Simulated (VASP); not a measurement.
# Mg4C3 (P6/mmm) in VASP: a series of runs

Runs on Mg4C3. Level: PBE. Tasks: single point, relaxation of cell and atoms.

Everything below comes from runs of VASP 6.6.1. Logs are shortened: lines on timing, memory, paths and dates and some standing lists are left out, and cuts for length are marked.

## Step 1: The cell of the first run

The structure is hexagonal, space group P6/mmm (No. 191). The conventional cell has a = 4.577 Å, b = 4.577 Å, c = 4.936 Å, α = 90.00°, β = 90.00°, γ = 120.00°. Within 3.1 Å of Mg (site symmetry 6mm) lie 8 Mg at 2.32 to 2.95 Å and 6 C at 2.57 Å. Mg (site symmetry -6m2) has 9 Mg at 2.64 to 2.95 Å and 6 C at 2.80 Å within 3.5 Å. C (site symmetry mmm) has 4 C at 2.29 Å and 8 Mg at 2.57 to 2.80 Å within 3.0 Å.

The cell was built from a structure type or drawn by symmetry, and may not be a known phase.

## Step 2: Single point, PBE

File INCAR:

```
ALGO = Normal ; EDIFF = 1E-7
ENCUT = 520 ; GGA = PE
ISIF = 2 ; ISMEAR = 0
LASPH = T ; LCHARG = F
LREAL = F ; LWAVE = F
NBANDS = 19 ; NELM = 100
PREC = Accurate ; SIGMA = 0.1
```

File KPOINTS:

```
k-points
0
Gamma
  9 9 8
```

File POSCAR:

```
Mg4C3
1.0
    4.5767071778      0.0000000000      0.0000000000
   -2.2883535889      3.9635446816      0.0000000000
    0.0000000000      0.0000000000      4.9364684962
Mg C
4 3
Direct
    0.0000000000      0.0000000000      0.2353277237
    0.0000000000      0.0000000000      0.7646722763
    0.3333333333      0.6666666667      0.5000000000
    0.6666666667      0.3333333333      0.5000000000
    0.5000000000      0.0000000000      0.0000000000
    0.0000000000      0.5000000000      0.0000000000
    0.5000000000      0.5000000000      0.0000000000
```

Potentials or basis: VASP PAW PBE potentials, release 64 (Mg, C).

On the command line:

```
> cat potpaw_PBE.64/Mg/POTCAR potpaw_PBE.64/C/POTCAR > POTCAR
> mpirun -np 1 vasp_std > vasp.out
```

OUTCAR:

```text
EDIFF = 1E-7
   ENCUT = 520
   GGA = PE
   ISIF = 2
   ISMEAR = 0
   LASPH = T
   LREAL = F
   NELM = 100
   PREC = Accurate

 ion  position               nearest neighbor table
   1  0.000  0.000  0.235-   2 2.32   6 2.57   7 2.57   6 2.57   7 2.57   5 2.57   5 2.57   2 2.61
                             3 2.95   4 2.95   4 2.95   3 2.95   4 2.95   3 2.95
   2  0.000  0.000  0.765-   1 2.32   6 2.57   7 2.57   6 2.57   7 2.57   5 2.57   5 2.57   1 2.61
                             4 2.95   3 2.95   4 2.95   3 2.95   4 2.95   3 2.95
   3  0.333  0.667  0.500-   4 2.64   4 2.64   4 2.64   5 2.80   5 2.80   6 2.80   6 2.80   7 2.80
                             7 2.80   1 2.95   2 2.95   2 2.95   1 2.95   2 2.95   1 2.95
   4  0.667  0.333  0.500-   3 2.64   3 2.64   3 2.64   5 2.80   5 2.80   6 2.80   6 2.80   7 2.80
                             7 2.80   1 2.95   2 2.95   1 2.95   2 2.95   1 2.95   2 2.95
   5  0.500  0.000  0.000-   1 2.57   2 2.57   1 2.57   2 2.57   3 2.80   4 2.80   3 2.80   4 2.80

   6  0.000  0.500  0.000-   1 2.57   2 2.57   1 2.57   2 2.57   3 2.80   4 2.80   3 2.80   4 2.80

   7  0.500  0.500  0.000-   1 2.57   2 2.57   1 2.57   2 2.57   3 2.80   4 2.80   3 2.80   4 2.80

  LATTYP: Found a hexagonal cell.
 ALAT       =     4.5767071778
 C/A-ratio  =     1.0786070213

  Lattice vectors:

 A1 = (   4.5767071778,   0.0000000000,   0.0000000000)
 A2 = (  -2.2883535889,   3.9635446816,   0.0000000000)
 A3 = (   0.0000000000,   0.0000000000,   4.9364684962)

Analysis of symmetry for initial positions (statically):
=====================================================================
 Subroutine PRICEL returns:
 Original cell was already a primitive cell.

 Routine SETGRP: Setting up the symmetry group for a
 hexagonal supercell.

 Subroutine GETGRP returns: Found 24 space group operations
 (whereof 24 operations were pure point group operations)
 out of a pool of 24 trial point group operations.

The static configuration has the point symmetry D_6h.

Analysis of symmetry for dynamics (positions and initial velocities):
=====================================================================
 Subroutine PRICEL returns:
 Original cell was already a primitive cell.

 Routine SETGRP: Setting up the symmetry group for a
 hexagonal supercell.

 Subroutine GETGRP returns: Found 24 space group operations
 (whereof 24 operations were pure point group operations)
 out of a pool of 24 trial point group operations.

The dynamic configuration has the point symmetry D_6h.

 Subroutine INISYM returns: Found 24 space group operations
[... 113 lines left out ...]
   ISIF   =      2    stress and relaxation
   ISYM   =      2    0-nonsym 1-usesym 2-fastsym
   POTIM  = 0.5000    time-step for ionic-motion
   TEBEG  =    0.0;   TEEND  =   0.0 temperature during run
   PSTRESS=    0.0 pullay stress
   NELECT =      20.0000    total number of electrons
   NUPDOWN=      -1.0000    fix difference up-down
   EMIN   =  10.00;   EMAX   =-10.00  energy-range for DOS
   EFERMI =   0.00;   METHOD = LEGACY
   ISMEAR =     0;   SIGMA  =   0.10  broadening in eV -4-tet -1-fermi 0-gaus
   EFERMI_NEDOS =   21; number of points for ismear=-14 and -15
   IALGO  =     38    algorithm
   IMIX   =      4    mixing-type and parameters
     AMIX     =   0.40;   BMIX     =  1.00
     AMIX_MAG =   1.60;   BMIX_MAG =  1.00
  volume/ion in A,a.u.               =      12.79        86.33
  Fermi-wavevector in a.u.,A,eV,Ry     =   0.993269  1.877007 13.423293  0.986584
  Thomas-Fermi vector in A             =   2.125139
   LORBIT       =      0    0 simple, 1 ext, 2 COOP (PROOUT), +10 PAW based schemes
   GGA     = PE    functional components
   LHFCALC =     F    Hartree Fock is set to
   AEXX    =    0.0000 exact exchange contribution
   IVDW    =     0    specifies the selected vdW correction
   LEPSILON=     F    determine dielectric tensor
   LRPA    =     F    only Hartree local field effects (RPA)
 non-spin polarized calculation
 Gauss-broadening in eV      SIGMA  =   0.10
  energy-cutoff  :      520.00
  volume of cell :       89.55
 maximum number of plane-waves:      2449
 NGX is ok and might be reduce to    36
   NGX = 17   NGY = 17   NGZ = 19

 number of electron      20.0000001 magnetization

 Free energy of the ion-electron system (eV)
  ---------------------------------------------------
  ext. energy  EPLUGINS =         0.00000000
  ---------------------------------------------------
  free energy    TOTEN  =       -22.52396788 eV

  energy without entropy =      -22.50505830  energy(sigma->0) =      -22.51451309

 E-fermi :   4.6167     XC(G=0): -10.2656

 val. band max:        4.6159386433   @ k =   0.0000   0.0000   0.1250
 cond. band min:       4.6216094695   @ k =   0.2222   0.2222   0.3750
 fundamental gap:      0.0056708262
 Fermi energy:         4.6167037812

 k-point     1 :       0.0000    0.0000    0.0000
  band No.  band energies     occupation
      1      -8.3964      2.00000
      2      -2.3745      2.00000
      3      -2.3745      2.00000
      4      -0.3739      2.00000
      5      -0.3702      2.00000
      6      -0.1321      2.00000
[... 505 lines left out ...]
      6       1.3169      2.00000
[... 11 lines left out ...]
     18      11.1986      0.00000
     19      11.1986      0.00000

 [... further k-points ...]

------------------------ aborting loop because EDIFF is reached ----------------------------------------

  FORCE on cell =-STRESS in cart. coord.  units (eV):
  Direction    XX          YY          ZZ          XY          YZ          ZX
  --------------------------------------------------------------------------------------
  -------------------------------------------------------------------------------------
  Total       -0.0796089     -0.0796089     -0.0107525      0.0000000     -0.0000000     -0.0000000
  in kB       -1.4243575     -1.4243575     -0.1923822      0.0000000     -0.0000000     -0.0000000
  external PRESSURE =      -1.0136991 kB  Pullay stress =       0.0000000 kB

 VOLUME and BASIS-vectors are now :
 -----------------------------------------------------------------------------
  energy-cutoff  :      520.00
  volume of cell :       89.55
      direct lattice vectors                 reciprocal lattice vectors
     4.576707178  0.000000000  0.000000000     0.218497702  0.126149707  0.000000000
    -2.288353589  3.963544682  0.000000000     0.000000000  0.252299414  0.000000000
     0.000000000  0.000000000  4.936468496     0.000000000  0.000000000  0.202573966

 POSITION                                       TOTAL-FORCE (eV/Angst)
 -----------------------------------------------------------------------------------
      0.00000      0.00000      1.16169         0.000000     -0.000000      0.021747
      0.00000      0.00000      3.77478        -0.000000      0.000000     -0.021747
     -0.00000      2.64236      2.46823        -0.000000      0.000000      0.000000
      2.28835      1.32118      2.46823         0.000000      0.000000     -0.000000
      2.28835      0.00000      0.00000        -0.000000      0.000000     -0.000000
     -1.14418      1.98177      0.00000        -0.000000      0.000000     -0.000000
      1.14418      1.98177      0.00000        -0.000000      0.000000     -0.000000
 -----------------------------------------------------------------------------------
    total drift:                                0.000000      0.000000     -0.000000

  FREE ENERGIE OF THE ION-ELECTRON SYSTEM (eV)
  ---------------------------------------------------
  free  energy   TOTEN  =       -22.5239678829 eV

  energy  without entropy=      -22.5050583049  energy(sigma->0) =      -22.51451309
```

stdout:

```text
POSCAR found type information on POSCAR MgC
 POSCAR found :  2 types and       7 ions
 scaLAPACK will be used
 LDA part: xc-table for (Slater+PW92), standard interpolation
 POSCAR, INCAR and KPOINTS ok, starting setup
 FFT: planning ... GRIDC
 FFT: planning ... GRID_SOFT
 FFT: planning ... GRID
 WAVECAR not read
 entering main loop
```

Run time: 2 min. Hardware: 1 thread of Intel Xeon Platinum 8375C at 2.90GHz (Ice Lake), shared host; peak memory 0.26 GiB.

What came out:

- Free energy: -22.5240 eV
- Pressure: -0.1 GPa
- Largest force: 0.022 eV/Å
- Band gap on the k mesh: zero (bands 10 and 11 overlap by 2.52 eV)

Forces in eV/Å, atoms in the order of the input:
```
Mg   0.000  0.000  0.022
Mg   0.000  0.000 -0.022
Mg   0.000  0.000  0.000
Mg   0.000  0.000  0.000
C    0.000  0.000  0.000
C    0.000  0.000  0.000
C    0.000  0.000  0.000
```

(Continued in part 2 of 2.)
